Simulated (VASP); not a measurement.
Crystal: Ge2Sb2Te.

```
Ge Sb Te
1.0
     4.10000    0.00000    0.00000
    -2.05000    3.55070    0.00000
     0.00000    0.00000    8.70000
Ge Sb Te
2 2 1
Direct
  0.66667 0.33333 0.72000
  0.33333 0.66667 0.28000
  0.33333 0.66667 0.63000
  0.66667 0.33333 0.37000
  0.00000 0.00000 0.00000
```

- Program: VASP 6.6.1
- Task: relaxation of cell and atoms
- Functional: PBE
- Potentials or basis: VASP PAW PBE potentials, release 64 (Ge_d, Sb, Te)
- Cutoff: 500 eV
- k mesh: 5 × 5 × 2
- Occupations: gaussian, width 0.2 eV
- Spin: no spin polarisation

At the start: pressure 14.2 GPa; volume 25.33 Å³/atom.

Task: Where does the relaxation end?

Result: Over 16 steps the energy falls by 565.6 meV/atom and the volume is 26.47 Å³/atom (+4.5 %); space group P-3m1 (No. 164, to 0.1 Å) before and after.

Step by step:
| step | energy change (eV) | largest force (eV/Å) | pressure (GPa) | volume (Å³) |
| --- | --- | --- | --- | --- |
| 1 | 0.0000 | 3.0778 | 14.17 | 126.65 |
| 2 | -1.3120 | 0.5927 | -4.50 | 172.08 |
| 3 | -1.5118 | 1.1997 | -1.39 | 156.57 |
| 4 | -1.7053 | 1.2247 | -1.21 | 152.83 |
| 5 | -2.1608 | 1.1187 | 0.17 | 141.92 |
| 6 | -1.8436 | 1.4332 | 9.21 | 121.45 |
| 7 | -2.2570 | 0.9781 | 2.23 | 135.06 |
| 8 | -2.4166 | 0.6501 | 0.67 | 137.13 |
| 9 | -2.5516 | 0.2549 | -2.57 | 143.15 |
| 10 | -2.5646 | 0.3055 | -2.10 | 141.73 |
| 11 | -2.6874 | 0.4010 | -1.22 | 137.67 |
| 12 | -2.6948 | 0.5757 | -0.90 | 136.51 |
| 13 | -2.7690 | 0.4267 | -0.30 | 134.05 |
| 14 | -2.8187 | 0.1464 | 0.93 | 130.29 |
| 15 | -2.8271 | 0.0471 | -0.35 | 133.02 |
| 16 | -2.8280 | 0.0696 | -0.05 | 132.35 |

Final structure:
```
Ge Sb Te
1.0
     4.10115    0.00000    0.00000
    -2.05057    3.55170    0.00000
     0.00000    0.00000    9.08622
Ge Sb Te
2 2 1
Direct
  0.66667 0.33333 0.80227
  0.33333 0.66667 0.19773
  0.33333 0.66667 0.61273
  0.66667 0.33333 0.38727
  0.00000 0.00000 0.00000
```

Caveat: the k points lie up to 0.35 Å⁻¹ apart in the final cell, too coarse for converged energies and pressures of a metal; the relaxation stopped at a loose force limit of 0.08 eV/Å, so its end isn't a converged minimum.
